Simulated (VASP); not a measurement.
# Bi2Pd (I4/mmm) in VASP: further runs

Bi2Pd is run at these levels: LDA; tasks: single point.

Program: VASP 6.6.1. These are calculated values, not measurements. Logs are shortened: lines on timing, memory, paths and dates and some standing lists are left out, and cuts for length are marked.

**1. The cell of the first run**

It takes space group I4/mmm (No. 139, tetragonal). Conventional cell: a = 3.293 Å, b = 3.293 Å, c = 12.718 Å, α = 90.00°, β = 90.00°, γ = 90.00°. Bi (site symmetry 4mm) has 4 Pd at 2.91 Å and 9 Bi at 3.29 to 3.70 Å within 3.8 Å. Pd (site symmetry 4/mmm) has 8 Bi at 2.91 Å and 4 Pd at 3.29 Å within 3.8 Å.

**2. Single point, LDA**

INCAR

```
  PREC = Accurate
  ENCUT = 520
  EDIFF = 1E-7
  ISMEAR = -1
  SIGMA = 0.1
  LREAL = False
  LASPH = True
  NELM = 60
  ALGO = Normal
  ISIF = 2
  LWAVE = False
  LCHARG = False
  NBANDS = 27
```

KPOINTS

```
regular mesh
0
Gamma
  11 11 11
```

POSCAR

```
Bi2Pd
1.0
   -1.6466842488      1.6466842488      6.3589832247
    1.6466842488     -1.6466842488      6.3589832247
    1.6466842488      1.6466842488     -6.3589832247
Bi Pd
2 1
Direct
    0.3630000000      0.3630000000      0.0000000000
    0.6370000000      0.6370000000      0.0000000000
    0.0000000000      0.0000000000      0.0000000000
```

Potentials or basis: VASP PAW LDA potentials, release 64 (Bi_d, Pd).

On the command line:

```bash
$ cat potpaw_LDA.64/Bi_d/POTCAR potpaw_LDA.64/Pd/POTCAR > POTCAR
$ mpirun -np 1 vasp_std > vasp.out
```

OUTCAR:

```text
PREC = Accurate
   ENCUT = 520
   EDIFF = 1E-7
   ISMEAR = -1
   LREAL = False
   LASPH = True
   NELM = 60
   ISIF = 2

 ion  position               nearest neighbor table
   1  0.363  0.363  0.000-   3 2.91   3 2.91   3 2.91   3 2.91   2 3.48   2 3.70   2 3.70   2 3.70
                             2 3.70
   2  0.637  0.637  0.000-   3 2.91   3 2.91   3 2.91   3 2.91   1 3.48   1 3.70   1 3.70   1 3.70
                             1 3.70
   3  0.000  0.000  0.000-   1 2.91   2 2.91   2 2.91   2 2.91   2 2.91   1 2.91   1 2.91   1 2.91

  LATTYP: Found a body centered tetragonal cell.
 ALAT       =     3.2933684976
 C/A-ratio  =     3.8616894704

  Lattice vectors:

 A1 = (  -1.6466842488,   1.6466842488,   6.3589832247)
 A2 = (   1.6466842488,  -1.6466842488,   6.3589832247)
 A3 = (   1.6466842488,   1.6466842488,  -6.3589832247)

Analysis of symmetry for initial positions (statically):
=====================================================================
 Subroutine PRICEL returns:
 Original cell was already a primitive cell.

 Routine SETGRP: Setting up the symmetry group for a
 body centered tetragonal supercell.

 Subroutine GETGRP returns: Found 16 space group operations
 (whereof 16 operations were pure point group operations)
 out of a pool of 16 trial point group operations.

The static configuration has the point symmetry D_4h.

Analysis of symmetry for dynamics (positions and initial velocities):
=====================================================================
 Subroutine PRICEL returns:
 Original cell was already a primitive cell.

 Routine SETGRP: Setting up the symmetry group for a
 body centered tetragonal supercell.

 Subroutine GETGRP returns: Found 16 space group operations
 (whereof 16 operations were pure point group operations)
 out of a pool of 16 trial point group operations.

The dynamic configuration has the point symmetry D_4h.

 Subroutine INISYM returns: Found 16 space group operations
 (whereof 16 operations are pure point group operations),
 and found     1 'primitive' translations

----------------------------------------------------------------------------------------

                                     Primitive cell

  volume of cell :      68.9713

  direct lattice vectors                    reciprocal lattice vectors
    -1.646684249  1.646684249  6.358983225     0.000000000  0.303640483  0.078628923
     1.646684249 -1.646684249  6.358983225     0.303640483  0.000000000  0.078628923
     1.646684249  1.646684249 -6.358983225     0.303640483  0.303640483  0.000000000

  length of vectors
     6.771986834  6.771986834  6.771986834     0.313655942  0.313655942  0.429412489

  position of ions in fractional coordinates (direct lattice)
     0.363000000  0.363000000  0.000000000
     0.637000000  0.637000000  0.000000000
     0.000000000  0.000000000  0.000000000

  ion indices of the primitive-cell ions
   primitive index   ion index
                 1           1
                 2           2
                 3           3

----------------------------------------------------------------------------------------

 KPOINTS: regular mesh

Automatic generation of k-mesh.
 Grid dimensions read from file:
 generate k-points for:   11   11   11

 Generating k-lattice:

  Cartesian coordinates                     Fractional coordinates (reciprocal lattice)
     0.000000000  0.027603680  0.007148084     0.090909091 -0.000000000  0.000000000
     0.027603680  0.000000000  0.007148084    -0.000000000  0.090909091  0.000000000
     0.027603680  0.027603680  0.000000000     0.000000000  0.000000000  0.090909091

  Length of vectors
     0.028514177  0.028514177  0.039037499

  Shift w.r.t. Gamma in fractional coordinates (k-lattice)
     0.000000000  0.000000000  0.000000000

 Subroutine IBZKPT returns following result:
 ===========================================

 Found    126 irreducible k-points:

 Following reciprocal coordinates:
            Coordinates               Weight
  0.000000  0.000000  0.000000      1.000000
  0.090909  0.000000 -0.000000      8.000000
  0.181818 -0.000000  0.000000      8.000000
  0.272727  0.000000  0.000000      8.000000
  0.363636  0.000000  0.000000      8.000000
  0.454545  0.000000 -0.000000      8.000000
[... 16 lines left out ...]
 -0.272727  0.181818 -0.000000     16.000000
 -0.181818  0.181818  0.000000      4.000000
 [... further k-points ...]
   k-points           NKPTS =    126   k-points in BZ     NKDIM =    126   number of bands    NBANDS=     27
   number of dos      NEDOS =    301   number of ions     NIONS =      3
   total plane-waves  NPLWV = 125000
   dimension x,y,z NGX =    50 NGY =   50 NGZ =   50
   dimension x,y,z NGXF=   100 NGYF=  100 NGZF=  100
   ions per type =               2   1
   NGX,Y,Z   is equivalent  to a cutoff of  12.27, 12.27, 12.27 a.u.
   NGXF,Y,Z  is equivalent  to a cutoff of  24.55, 24.55, 24.55 a.u.
 SYSTEM =  unknown system
   PREC   = accura    normal or accurate (medium, high low for compatibility)
   ISTART =      0    job   : 0-new  1-cont  2-samecut
   ICHARG =      2    charge: 1-file 2-atom 10-const
   ISPIN  =      1    spin polarized calculation?
   LNONCOLLINEAR =      F non collinear calculations
   LSORBIT =      F    spin-orbit coupling
   LASPH  =      T    aspherical Exc in radial PAW
   ENCUT  =  520.0 eV  38.22 Ry    6.18 a.u.  12.59 12.59 12.59*2*pi/ulx,y,z
   NELM   =     60;   NELMIN=  2; NELMDL= -5     # of ELM steps
   EDIFF  = 0.1E-06   stopping-criterion for ELM
   LREAL  =      F    real-space projection
   EDIFFG = 0.1E-05   stopping-criterion for IOM
   NSW    =      0    number of steps for IOM
   IBRION =     -1    ionic relax: 0-MD 1-quasi-New 2-CG
   NFREE  =      0    steps in history (QN), initial steepest desc. (CG)
   ISIF   =      2    stress and relaxation
   ISYM   =      2    0-nonsym 1-usesym 2-fastsym
   POTIM  = 0.5000    time-step for ionic-motion
   TEBEG  =    0.0;   TEEND  =   0.0 temperature during run
   PSTRESS=    0.0 pullay stress
   NELECT =      40.0000    total number of electrons
   NUPDOWN=      -1.0000    fix difference up-down
   EMIN   =  10.00;   EMAX   =-10.00  energy-range for DOS
   EFERMI =   0.00;   METHOD = LEGACY
   ISMEAR =    -1;   SIGMA  =   0.10  broadening in eV -4-tet -1-fermi 0-gaus
   EFERMI_NEDOS =   21; number of points for ismear=-14 and -15
   IALGO  =     38    algorithm
   IMIX   =      4    mixing-type and parameters
     AMIX     =   0.40;   BMIX     =  1.00
     AMIX_MAG =   1.60;   BMIX_MAG =  1.00
  volume/ion in A,a.u.               =      22.99       155.15
  Fermi-wavevector in a.u.,A,eV,Ry     =   1.365229  2.579908 25.359208  1.863849
  Thomas-Fermi vector in A             =   2.491475
   LORBIT       =      0    0 simple, 1 ext, 2 COOP (PROOUT), +10 PAW based schemes
   GGA     = CA    functional components
   LHFCALC =     F    Hartree Fock is set to
   AEXX    =    0.0000 exact exchange contribution
   IVDW    =     0    specifies the selected vdW correction
   LEPSILON=     F    determine dielectric tensor
   LRPA    =     F    only Hartree local field effects (RPA)
 non-spin polarized calculation
  energy-cutoff  :      520.00
  volume of cell :       68.97
 maximum number of plane-waves:      1883
   NGX = 25   NGY = 25   NGZ = 25

 number of electron      39.9999997 magnetization

 Free energy of the ion-electron system (eV)
  ---------------------------------------------------
  ext. energy  EPLUGINS =         0.00000000
  ---------------------------------------------------
  free energy    TOTEN  =       -16.29632818 eV

  energy without entropy =      -16.25799554  energy(sigma->0) =      -16.27716186

 E-fermi :   9.8324     XC(G=0): -11.6599

 val. band max:        9.8288663020   @ k =  -0.3636   0.4545   0.3636
 cond. band min:       9.8479074456   @ k =   0.1818   0.1818   0.0000
 fundamental gap:      0.0190411436
 Fermi energy:         9.8324143153

 k-point     1 :       0.0000    0.0000    0.0000
  band No.  band energies     occupation
      1     -13.4928      2.00000
      2     -13.4814      2.00000
      3     -13.3894      2.00000
      4     -13.3227      2.00000
      5     -13.2507      2.00000
      6     -13.2507      2.00000
[... 19 lines left out ...]
     26      16.8625      0.00000
     27      18.7565      0.00000

 k-point     2 :       0.0909    0.0000   -0.0000
  band No.  band energies     occupation
      1     -13.4783      2.00000
      2     -13.4673      2.00000
      3     -13.3830      2.00000
      4     -13.3154      2.00000
      5     -13.2567      2.00000
      6     -13.2498      2.00000
[... 19 lines left out ...]
     26      17.9699      0.00000
     27      18.7503      0.00000

 k-point     3 :       0.1818   -0.0000    0.0000
  band No.  band energies     occupation
      1     -13.4462      2.00000
      2     -13.4383      2.00000
      3     -13.3564      2.00000
      4     -13.2951      2.00000
      5     -13.2693      2.00000
      6     -13.2529      2.00000
[... 19 lines left out ...]
     26      17.9083      0.00000
     27      18.7889      0.00000

 k-point     4 :       0.2727    0.0000    0.0000
  band No.  band energies     occupation
      1     -13.4264      2.00000
      2     -13.4100      2.00000
      3     -13.3137      2.00000
      4     -13.3059      2.00000
      5     -13.2670      2.00000
      6     -13.2520      2.00000
[... 19 lines left out ...]
     26      17.5628      0.00000
     27      18.0824      0.00000
[... 516 lines left out ...]
      4     -13.3103      2.00000
      5     -13.2902      2.00000
      6     -13.2872      2.00000
[... 19 lines left out ...]
     26      17.2978      0.00000
     27      18.2042      0.00000

 k-point    23 :      -0.2727    0.1818   -0.0000
  band No.  band energies     occupation
      1     -13.3537      2.00000
      2     -13.3352      2.00000
      3     -13.3126      2.00000
      4     -13.2975      2.00000
      5     -13.2861      2.00000
      6     -13.2732      2.00000
[... 19 lines left out ...]
     26      17.9603      0.00000
     27      18.7738      0.00000

 k-point    24 :      -0.1818    0.1818    0.0000
  band No.  band energies     occupation
      1     -13.3789      2.00000
      2     -13.3710      2.00000
      3     -13.3488      2.00000
      4     -13.2818      2.00000
      5     -13.2782      2.00000
      6     -13.2756      2.00000
[... 19 lines left out ...]
     26      18.7926      0.00000
     27      19.0222      0.00000

 [... further k-points ...]
[... 5 lines left out ...]
  --------------------------------------------------------------------------------------
  -------------------------------------------------------------------------------------
  Total        1.1996005      1.1996005      0.8642729      0.0000000      0.0000000      0.0000000
  in kB       27.8662730     27.8662730     20.0767374      0.0000000      0.0000000      0.0000000
  external PRESSURE =      25.2697611 kB  Pullay stress =       0.0000000 kB

 VOLUME and BASIS-vectors are now :
 -----------------------------------------------------------------------------
  energy-cutoff  :      520.00
  volume of cell :       68.97
      direct lattice vectors                 reciprocal lattice vectors
    -1.646684249  1.646684249  6.358983225     0.000000000  0.303640483  0.078628923
     1.646684249 -1.646684249  6.358983225     0.303640483  0.000000000  0.078628923
     1.646684249  1.646684249 -6.358983225     0.303640483  0.303640483  0.000000000

 POSITION                                       TOTAL-FORCE (eV/Angst)
 -----------------------------------------------------------------------------------
      0.00000      0.00000      4.61662         0.000000      0.000000     -0.136130
      0.00000      0.00000      8.10134        -0.000000     -0.000000      0.136130
      0.00000      0.00000      0.00000        -0.000000     -0.000000      0.000000
 -----------------------------------------------------------------------------------
    total drift:                                0.000000      0.000000     -0.000000

  FREE ENERGIE OF THE ION-ELECTRON SYSTEM (eV)
  ---------------------------------------------------
  free  energy   TOTEN  =       -16.2963281804 eV

  energy  without entropy=      -16.2579955401  energy(sigma->0) =      -16.27716186
```

It took 5.2 min on 1 thread of Intel Xeon 6975P-C (Granite Rapids), shared host; peak memory 0.41 GiB.

Results:

```yaml
Free_energy: -16.2963 eV
Pressure: 2.5 GPa
Largest_force: 0.136 eV/Å
Band_gap_on_the_k_mesh: zero (bands 20 and 21 overlap by 3.34 eV)
```

Forces on the atoms (eV/Å):
```
Bi   0.000  0.000 -0.136
Bi   0.000  0.000  0.136
Pd   0.000  0.000  0.000
```

Caveat: spin-orbit coupling is left out, which moves the levels of the heavy elements.

[end of part 1 of 2]
